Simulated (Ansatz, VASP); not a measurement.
## One calculation of BP, two programs

```
B P
1.0
     0.00000    2.26826    2.26826
     2.26826    0.00000    2.26826
     2.26826    2.26826    0.00000
B P
1 1
Direct
  0.00000 0.00000 0.00000
  0.75000 0.75000 0.75000
```

Alike in both runs: functional r2SCAN; k mesh 18 × 18 × 18; occupations fermi-dirac, width 0.1 eV; no spin polarisation.

Ansatz relaxed the structure, and its values are those at the end. VASP's run is a single point on that final structure, the one shown.

```csv
,VASP,Ansatz
version,VASP 6.6.1,Ansatz 0.2.0
potentials or method,"VASP PAW PBE potentials, release 64 (B, P)","PAW with Ansatz's default frozen-core files, scalar-relativistic"
plane-wave cutoff (eV),520,500
valence electrons in the cell,8,8
```

```tsv
	VASP	Ansatz	Ansatz less VASP
pressure (GPa)	-0.5	0.0	+0.51
```

VASP's potentials were made for PBE, not for r2SCAN. The functional is the same, so the differences come from potentials, cutoffs and numerics.
